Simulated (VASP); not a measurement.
# CdI2 (P-3m1) in VASP: notebook, part 2 of 2

VASP 6.6.1. Earlier steps stand in the parts before.

## 4. Single point, r2SCAN

This run uses another cell than the first one, of 38.27 Å³/atom.

Contents of POSCAR:

```
CdI2
1.0
    4.2857049067      0.0000000000      0.0000000000
   -2.1428524533      3.7115293223      0.0000000000
    0.0000000000      0.0000000000      7.2187033011
Cd I
1 2
Direct
    0.0000000000      0.0000000000      0.0000000000
    0.3333333333      0.6666666667      0.2378241560
    0.6666666667      0.3333333333      0.7621758440
```

Contents of INCAR.step1:

```
  ALGO = Normal
  EDIFF = 1E-5
  ENCUT = 550
  GGA = PE
  GGA_COMPAT = False
  ISMEAR = 0
  LASPH = True
  LCHARG = False
  LREAL = False
  LWAVE = True
  NBANDS = 20
  NELM = 120
  PREC = Accurate
  SIGMA = 0.02
```

Contents of INCAR.step2:

```
  ALGO = Normal
  EDIFF = 1E-6
  ENCUT = 550
  GGA_COMPAT = False
  ISIF = 2
  ISMEAR = 0
  ISTART = 1
  LASPH = True
  LCHARG = False
  LMIXTAU = True
  LREAL = False
  LWAVE = False
  METAGGA = R2SCAN
  NBANDS = 20
  NELM = 120
  PREC = Accurate
  SIGMA = 0.02
```

Contents of KPOINTS:

```
k-points
0
Gamma
  6 6 4
```

Potentials or basis: VASP PAW PBE potentials, release 64 (Cd, I).

Launch:

```bash
> cat potpaw_PBE.64/Cd/POTCAR potpaw_PBE.64/I/POTCAR > POTCAR
> cp INCAR.step1 INCAR
> mpirun -np 1 vasp_std > vasp.out
> cp INCAR.step2 INCAR
> mpirun -np 1 vasp_std > vasp.out
```

OUTCAR:

```text
EDIFF = 1E-6
   ENCUT = 550
   ISIF = 2
   ISMEAR = 0
   ISTART = 1
   LASPH = True
   LREAL = False
   METAGGA = R2SCAN
   NELM = 120
   PREC = Accurate

 ion  position               nearest neighbor table
   1  0.000  0.000  0.000-   2 3.01   3 3.01   2 3.01   3 3.01   3 3.01   2 3.01
   2  0.333  0.667  0.238-   1 3.01   1 3.01   1 3.01
   3  0.667  0.333  0.762-   1 3.01   1 3.01   1 3.01

  LATTYP: Found a hexagonal cell.
 ALAT       =     4.2857049067
 C/A-ratio  =     1.6843677897

  Lattice vectors:

 A1 = (   4.2857049067,   0.0000000000,   0.0000000000)
 A2 = (  -2.1428524533,   3.7115293223,   0.0000000000)
 A3 = (   0.0000000000,   0.0000000000,   7.2187033011)

Analysis of symmetry for initial positions (statically):
=====================================================================
 Subroutine PRICEL returns:
[... 167 lines left out ...]
  ext. energy  EPLUGINS =         0.00000000
  ---------------------------------------------------
  free energy    TOTEN  =       -71.37272102 eV

  energy without entropy =      -71.37272102  energy(sigma->0) =      -71.37272102

 E-fermi :   1.1850     XC(G=0):  -8.6177

 val. band max:        1.0605472467   @ k =   0.1667   0.0000   0.2500
 cond. band min:       3.8966569832   @ k =   0.5000   0.0000   0.5000
 fundamental gap:      2.8361097365
 Fermi energy:         1.1850306410

 k-point     1 :       0.0000    0.0000    0.0000
  band No.  band energies     occupation
      1     -11.2097      2.00000
      2     -10.5871      2.00000
      3      -6.7132      2.00000
      4      -6.7132      2.00000
      5      -6.5869      2.00000
      6      -6.5182      2.00000
[... 541 lines left out ...]
     19      10.5757      0.00000
     20      10.5759      0.00000

------------------------ aborting loop because EDIFF is reached ----------------------------------------

  FORCE on cell =-STRESS in cart. coord.  units (eV):
  Direction    XX          YY          ZZ          XY          YZ          ZX
  --------------------------------------------------------------------------------------
  -------------------------------------------------------------------------------------
  Total        0.0906007      0.0906007      0.0412960      0.0000000      0.0000000      0.0000000
  in kB        1.2641772      1.2641772      0.5762147      0.0000000      0.0000000      0.0000000
  external PRESSURE =       1.0348564 kB  Pullay stress =       0.0000000 kB

 VOLUME and BASIS-vectors are now :
 -----------------------------------------------------------------------------
  energy-cutoff  :      550.00
  volume of cell :      114.82
      direct lattice vectors                 reciprocal lattice vectors
     4.285704907  0.000000000  0.000000000     0.233333844  0.134715358  0.000000000
    -2.142852453  3.711529322  0.000000000     0.000000000  0.269430715  0.000000000
     0.000000000  0.000000000  7.218703301     0.000000000  0.000000000  0.138529035

 POSITION                                       TOTAL-FORCE (eV/Angst)
 -----------------------------------------------------------------------------------
      0.00000      0.00000      0.00000        -0.000000      0.000000      0.000000
     -0.00000      2.47435      1.71678        -0.000000      0.000000      0.020685
      2.14285      1.23718      5.50192         0.000000      0.000000     -0.020685
 -----------------------------------------------------------------------------------
    total drift:                                0.000000      0.000000      0.000000

  FREE ENERGIE OF THE ION-ELECTRON SYSTEM (eV)
  ---------------------------------------------------
  free  energy   TOTEN  =       -71.3727210161 eV

  energy  without entropy=      -71.3727210161  energy(sigma->0) =      -71.37272102
```

OSZICAR.step1:

```text
N       E                     dE             d eps       ncg     rms          rms(c)
DAV:   1     0.161128914650E+03    0.16113E+03   -0.11724E+04   960   0.115E+03
DAV:   2     0.413672615879E+01   -0.15699E+03   -0.15117E+03  1112   0.248E+02
DAV:   3    -0.570788418968E+01   -0.98446E+01   -0.98091E+01  1144   0.611E+01
DAV:   4    -0.587755613661E+01   -0.16967E+00   -0.16964E+00  1296   0.773E+00
DAV:   5    -0.587893062404E+01   -0.13745E-02   -0.13745E-02  1156   0.756E-01    0.592E+00
DAV:   6    -0.555964672283E+01    0.31928E+00   -0.57324E-01  1012   0.746E+00    0.503E+00
DAV:   7    -0.553253004358E+01    0.27117E-01   -0.18887E-01  1060   0.263E+00    0.214E+00
DAV:   8    -0.553259710272E+01   -0.67059E-04   -0.23713E-02  1056   0.163E+00    0.402E-01
DAV:   9    -0.553250617905E+01    0.90924E-04   -0.24845E-03  1092   0.515E-01    0.127E-01
DAV:  10    -0.553253204741E+01   -0.25868E-04   -0.30683E-04  1080   0.167E-01    0.371E-02
DAV:  11    -0.553254321988E+01   -0.11172E-04   -0.37421E-05  1072   0.510E-02    0.192E-02
DAV:  12    -0.553254367196E+01   -0.45208E-06   -0.38429E-06   580   0.206E-02
   1 F= -.55325437E+01 E0= -.55325437E+01  d E =-.736446E-21
```

Run time: 95 s. Hardware: 1 thread of Intel Xeon 6975P-C (Granite Rapids), shared host; peak memory 0.31 GiB.

Results:

```yaml
Free_energy: -71.3727 eV
Pressure: 0.1 GPa
Largest_force: 0.021 eV/Å
Band_gap_on_the_k_mesh: 2.84 eV (least direct gap 3.11 eV)
```

Forces on the atoms (eV/Å):
```
Cd   0.000  0.000  0.000
I    0.000  0.000  0.021
I    0.000  0.000 -0.021
```

Caveat: the PAW data sets were made with another functional, which shifts forces and pressure a little; spin-orbit coupling is left out, which moves the levels of the heavy elements.

## 5. Single point, r2SCAN

This run uses another cell than the first one, of 28.77 Å³/atom.

Contents of POSCAR:

```
CdI2
1.0
    3.9820557431      0.0000000000      0.0000000000
   -1.9910278716      3.4485614328      0.0000000000
    0.0000000000      0.0000000000      6.2861971183
Cd I
1 2
Direct
    0.0000000000      0.0000000000      0.0000000000
    0.3333333333      0.6666666667      0.2755241822
    0.6666666667      0.3333333333      0.7244758178
```

Contents of INCAR.step1:

```
PREC     = Accurate       # precision mode
ENCUT    = 550            # plane-wave cutoff, eV
ISMEAR   = 0              # smearing method
SIGMA    = 0.02           # smearing width, eV
LREAL    = False          # projectors in reciprocal space
LASPH    = True           # aspherical terms in the spheres
NELM     = 120            # most SCF steps
NBANDS   = 20             # bands
GGA      = PE             # functional
ALGO     = Normal         # electronic algorithm
EDIFF    = 1E-5           # SCF threshold, eV
LWAVE    = True           # write WAVECAR
LCHARG   = False          # write CHGCAR
GGA_COMPAT= False
```

Contents of INCAR.step2:

```
PREC     = Accurate       # precision mode
ENCUT    = 550            # plane-wave cutoff, eV
EDIFF    = 1E-6           # SCF threshold, eV
ISMEAR   = 0              # smearing method
SIGMA    = 0.02           # smearing width, eV
LREAL    = False          # projectors in reciprocal space
LASPH    = True           # aspherical terms in the spheres
NELM     = 120            # most SCF steps
ALGO     = Normal         # electronic algorithm
ISIF     = 2              # what is computed and relaxed
LWAVE    = False          # write WAVECAR
LCHARG   = False          # write CHGCAR
METAGGA  = R2SCAN         # meta-GGA
LMIXTAU  = True         
NBANDS   = 20             # bands
ISTART   = 1            
GGA_COMPAT= False
```

Contents of KPOINTS:

```
Automatic mesh
0
Gamma
  9 9 4
```

Potentials or basis: VASP PAW PBE potentials, release 64 (Cd, I).

Launch:

```bash
> cat potpaw_PBE.64/Cd/POTCAR potpaw_PBE.64/I/POTCAR > POTCAR
> cp INCAR.step1 INCAR
> mpirun -np 1 vasp_std > vasp.out
> cp INCAR.step2 INCAR
> mpirun -np 1 vasp_std > vasp.out
```

OUTCAR:

```text
PREC = Accurate
   ENCUT = 550
   EDIFF = 1E-6
   ISMEAR = 0
   LREAL = False
   LASPH = True
   NELM = 120
   ISIF = 2
   METAGGA = R2SCAN
   ISTART = 1

 ion  position               nearest neighbor table
   1  0.000  0.000  0.000-   2 2.88   3 2.88   3 2.88   2 2.88   3 2.88   2 2.88
   2  0.333  0.667  0.276-   1 2.88   1 2.88   1 2.88
   3  0.667  0.333  0.724-   1 2.88   1 2.88   1 2.88

  LATTYP: Found a hexagonal cell.
 ALAT       =     3.9820557431
 C/A-ratio  =     1.5786311202

  Lattice vectors:

 A1 = (   3.9820557431,   0.0000000000,   0.0000000000)
 A2 = (  -1.9910278716,   3.4485614328,   0.0000000000)
 A3 = (   0.0000000000,   0.0000000000,   6.2861971183)

Analysis of symmetry for initial positions (statically):
=====================================================================
 Subroutine PRICEL returns:
 Original cell was already a primitive cell.

 Routine SETGRP: Setting up the symmetry group for a
 hexagonal supercell.

 Subroutine GETGRP returns: Found 12 space group operations
 (whereof 12 operations were pure point group operations)
 out of a pool of 24 trial point group operations.

The static configuration has the point symmetry D_3d.

Analysis of symmetry for dynamics (positions and initial velocities):
=====================================================================
 Subroutine PRICEL returns:
 Original cell was already a primitive cell.

 Routine SETGRP: Setting up the symmetry group for a
 hexagonal supercell.

 Subroutine GETGRP returns: Found 12 space group operations
 (whereof 12 operations were pure point group operations)
 out of a pool of 24 trial point group operations.

The dynamic configuration has the point symmetry D_3d.

 Subroutine INISYM returns: Found 12 space group operations
 (whereof 12 operations are pure point group operations),
 and found     1 'primitive' translations

----------------------------------------------------------------------------------------

                                     Primitive cell

  volume of cell :      86.3243

  direct lattice vectors                    reciprocal lattice vectors
     3.982055743  0.000000000  0.000000000     0.251126570  0.144987993  0.000000000
    -1.991027872  3.448561433  0.000000000     0.000000000  0.289975985  0.000000000
     0.000000000  0.000000000  6.286197118     0.000000000  0.000000000  0.159078690

  length of vectors
     3.982055743  3.982055743  6.286197118     0.289975985  0.289975985  0.159078690

  position of ions in fractional coordinates (direct lattice)
     0.000000000  0.000000000  0.000000000
     0.333333333  0.666666667  0.275524182
     0.666666667  0.333333333  0.724475818

  ion indices of the primitive-cell ions
   primitive index   ion index
                 1           1
                 2           2
                 3           3

----------------------------------------------------------------------------------------

 KPOINTS: Automatic mesh

Automatic generation of k-mesh.
 Grid dimensions read from file:
 generate k-points for:    9    9    4

 Generating k-lattice:

  Cartesian coordinates                     Fractional coordinates (reciprocal lattice)
     0.027902952  0.016109777  0.000000000     0.111111111 -0.000000000  0.000000000
     0.000000000  0.032219554  0.000000000     0.000000000  0.111111111  0.000000000
     0.000000000  0.000000000  0.039769672     0.000000000  0.000000000  0.250000000

  Length of vectors
     0.032219554  0.032219554  0.039769672

  Shift w.r.t. Gamma in fractional coordinates (k-lattice)
     0.000000000  0.000000000  0.000000000

 Subroutine IBZKPT returns following result:
 ===========================================

 Found     43 irreducible k-points:

 Following reciprocal coordinates:
            Coordinates               Weight
  0.000000  0.000000  0.000000      1.000000
  0.111111  0.000000  0.000000      6.000000
  0.222222  0.000000  0.000000      6.000000
  0.333333  0.000000  0.000000      6.000000
  0.444444  0.000000  0.000000      6.000000
  0.111111  0.111111  0.000000      6.000000
[... 16 lines left out ...]
  0.222222  0.111111  0.250000     12.000000
 -0.111111  0.333333  0.250000     12.000000
 [... further k-points ...]
   k-points           NKPTS =     43   k-points in BZ     NKDIM =     43   number of bands    NBANDS=     20
   number of dos      NEDOS =    301   number of ions     NIONS =      3
   total plane-waves  NPLWV =  43200
   dimension x,y,z NGX =    30 NGY =   30 NGZ =   48
   dimension x,y,z NGXF=    60 NGYF=   60 NGZF=   96
   ions per type =               1   2
   NGX,Y,Z   is equivalent  to a cutoff of  12.52, 12.52, 12.69 a.u.
   NGXF,Y,Z  is equivalent  to a cutoff of  25.05, 25.05, 25.39 a.u.
 SYSTEM =  unknown system
   PREC   = accura    normal or accurate (medium, high low for compatibility)
   ISTART =      1    job   : 0-new  1-cont  2-samecut
   ICHARG =      0    charge: 1-file 2-atom 10-const
   ISPIN  =      1    spin polarized calculation?
   LNONCOLLINEAR =      F non collinear calculations
   LSORBIT =      F    spin-orbit coupling
   LASPH  =      T    aspherical Exc in radial PAW
   ENCUT  =  550.0 eV  40.42 Ry    6.36 a.u.   7.61  7.61 12.02*2*pi/ulx,y,z
   NELM   =    120;   NELMIN=  2; NELMDL=  0     # of ELM steps
   EDIFF  = 0.1E-05   stopping-criterion for ELM
   LREAL  =      F    real-space projection
   EDIFFG = 0.1E-04   stopping-criterion for IOM
   NSW    =      0    number of steps for IOM
   IBRION =     -1    ionic relax: 0-MD 1-quasi-New 2-CG
   NFREE  =      0    steps in history (QN), initial steepest desc. (CG)
   ISIF   =      2    stress and relaxation
   ISYM   =      2    0-nonsym 1-usesym 2-fastsym
   POTIM  = 0.5000    time-step for ionic-motion
   TEBEG  =    0.0;   TEEND  =   0.0 temperature during run
   PSTRESS=    0.0 pullay stress
   NELECT =      26.0000    total number of electrons
   NUPDOWN=      -1.0000    fix difference up-down
   EMIN   =  10.00;   EMAX   =-10.00  energy-range for DOS
   EFERMI =   0.00;   METHOD = LEGACY
   ISMEAR =     0;   SIGMA  =   0.02  broadening in eV -4-tet -1-fermi 0-gaus
   EFERMI_NEDOS =   21; number of points for ismear=-14 and -15
   IALGO  =     38    algorithm
   IMIX   =      4    mixing-type and parameters
     AMIX     =   0.40;   BMIX     =  1.00
     AMIX_MAG =   1.60;   BMIX_MAG =  1.00
  volume/ion in A,a.u.               =      28.77       194.18
  Fermi-wavevector in a.u.,A,eV,Ry     =   1.097374  2.073737 16.384553  1.204231
  Thomas-Fermi vector in A             =   2.233733
   LORBIT       =      0    0 simple, 1 ext, 2 COOP (PROOUT), +10 PAW based schemes
   METAGGA = R2SCAN    functional components
   LHFCALC =     F    Hartree Fock is set to
   AEXX    =    0.0000 exact exchange contribution
   IVDW    =     0    specifies the selected vdW correction
   LEPSILON=     F    determine dielectric tensor
   LRPA    =     F    only Hartree local field effects (RPA)
 non-spin polarized calculation
 Gauss-broadening in eV      SIGMA  =   0.02
  energy-cutoff  :      550.00
  volume of cell :       86.32
 maximum number of plane-waves:      2563
   NGX = 15   NGY = 15   NGZ = 25

 number of electron      26.0000000 magnetization

 Free energy of the ion-electron system (eV)
  ---------------------------------------------------
  ext. energy  EPLUGINS =         0.00000000
  ---------------------------------------------------
  free energy    TOTEN  =       -70.76131852 eV

  energy without entropy =      -70.76131852  energy(sigma->0) =      -70.76131852

 E-fermi :   4.3169     XC(G=0): -10.1332

 val. band max:        4.2315692292   @ k =   0.1111   0.1111   0.0000
 cond. band min:       6.5563805193   @ k =   0.3333   0.3333   0.0000
 fundamental gap:      2.3248112901
 Fermi energy:         4.3169044505

 k-point     1 :       0.0000    0.0000    0.0000
  band No.  band energies     occupation
      1      -9.5116      2.00000
      2      -8.1829      2.00000
      3      -4.2152      2.00000
      4      -4.2152      2.00000
      5      -4.0967      2.00000
      6      -3.9322      2.00000
[... 12 lines left out ...]
     19      14.0785      0.00000
     20      14.0785      0.00000
[... 507 lines left out ...]
 k-point    24 :      -0.1111    0.3333    0.2500
  band No.  band energies     occupation
      1      -8.8363      2.00000
      2      -8.2220      2.00000
      3      -4.1712      2.00000
      4      -4.0901      2.00000
      5      -3.9670      2.00000
      6      -3.9280      2.00000
[... 12 lines left out ...]
     19      12.7466      0.00000
     20      13.4728      0.00000

 [... further k-points ...]

------------------------ aborting loop because EDIFF is reached ----------------------------------------

  FORCE on cell =-STRESS in cart. coord.  units (eV):
  Direction    XX          YY          ZZ          XY          YZ          ZX
  --------------------------------------------------------------------------------------
  -------------------------------------------------------------------------------------
  Total        5.5008365      5.5008365      5.4850231     -0.0000000      0.0000000      0.0000000
  in kB      102.0953647    102.0953647    101.8018684     -0.0000000      0.0000000      0.0000000
  external PRESSURE =     101.9975326 kB  Pullay stress =       0.0000000 kB

 VOLUME and BASIS-vectors are now :
 -----------------------------------------------------------------------------
  energy-cutoff  :      550.00
  volume of cell :       86.32
      direct lattice vectors                 reciprocal lattice vectors
     3.982055743  0.000000000  0.000000000     0.251126570  0.144987993  0.000000000
    -1.991027872  3.448561433  0.000000000     0.000000000  0.289975985  0.000000000
     0.000000000  0.000000000  6.286197118     0.000000000  0.000000000  0.159078690

 POSITION                                       TOTAL-FORCE (eV/Angst)
 -----------------------------------------------------------------------------------
      0.00000      0.00000      0.00000        -0.000000      0.000000      0.000000
     -0.00000      2.29904      1.73200         0.000000      0.000000      0.035105
      1.99103      1.14952      4.55420        -0.000000      0.000000     -0.035105
 -----------------------------------------------------------------------------------
    total drift:                                0.000000      0.000000     -0.000000

  FREE ENERGIE OF THE ION-ELECTRON SYSTEM (eV)
  ---------------------------------------------------
  free  energy   TOTEN  =       -70.7613185154 eV

  energy  without entropy=      -70.7613185154  energy(sigma->0) =      -70.76131852
```

Run time: 2.1 min. Hardware: 1 thread of Intel Xeon 6975P-C (Granite Rapids), shared host; peak memory 0.26 GiB.

Results:

| Item | Value |
| --- | --- |
| Free energy | -70.7613 eV |
| Pressure | 10.2 GPa |
| Largest force | 0.035 eV/Å |
| Band gap on the k mesh | 2.32 eV (least direct gap 3.21 eV) |

Forces in eV/Å, atoms in the order of the input:
```
Cd   0.000  0.000  0.000
I    0.000  0.000  0.035
I    0.000  0.000 -0.035
```

Levels at points of the mesh, in eV from the valence-band top:
```tsv
k point	band 9	band 10	band 11	band 12	band 13	band 14	band 15	band 16	band 17	band 18
(0.00, 0.00, 0.00)	-0.48	-0.48	-0.44	-0.44	-0.18	3.48	4.87	7.00	7.00	8.77
(0.00, 0.00, 0.50)	-2.98	-0.84	-0.84	-0.01	-0.01	5.11	5.18	6.55	6.55	7.26
```

Caveat: the cell stands under pressure; the PAW data sets were made with another functional, which shifts forces and pressure a little; spin-orbit coupling is left out, which moves the levels of the heavy elements; an odd mesh through Γ misses points on the zone boundary, where band edges can lie.

## 6. The runs side by side

```csv
cell,k mesh,gap on the mesh (eV),pressure (GPa),largest force (eV/Å)
"a = 4.105, b = 4.105, c = 6.465 Å, angles 90.0, 90.0, 120.0°, 3 atoms, atomic positions A",6 × 6 × 4,2.70,5.2,0.03
"a = 4.203, b = 4.203, c = 6.704 Å, angles 90.0, 90.0, 120.0°, 3 atoms, atomic positions B",6 × 6 × 4,2.80,2.1,0.02
"a = 4.286, b = 4.286, c = 7.219 Å, angles 90.0, 90.0, 120.0°, 3 atoms, atomic positions C",6 × 6 × 4,2.84,0.1,0.02
"a = 3.982, b = 3.982, c = 6.286 Å, angles 90.0, 90.0, 120.0°, 3 atoms, atomic positions D",9 × 9 × 4,2.32,10.2,0.04
```

Alike in all rows: task single point; level r2SCAN; potentials or basis VASP PAW PBE potentials, release 64 (Cd, I); no spin polarisation; cutoff (eV) 550; smearing gaussian 0.02 eV.

Caveats: the PAW data sets were made with another functional, which shifts forces and pressure a little; spin-orbit coupling is left out, which moves the levels of the heavy elements; the cell stands under pressure (at least some runs); an odd mesh through Γ misses points on the zone boundary, where band edges can lie (at least some runs).

Total energies depend on the potentials used, so only differences within one code and one set of settings carry meaning.
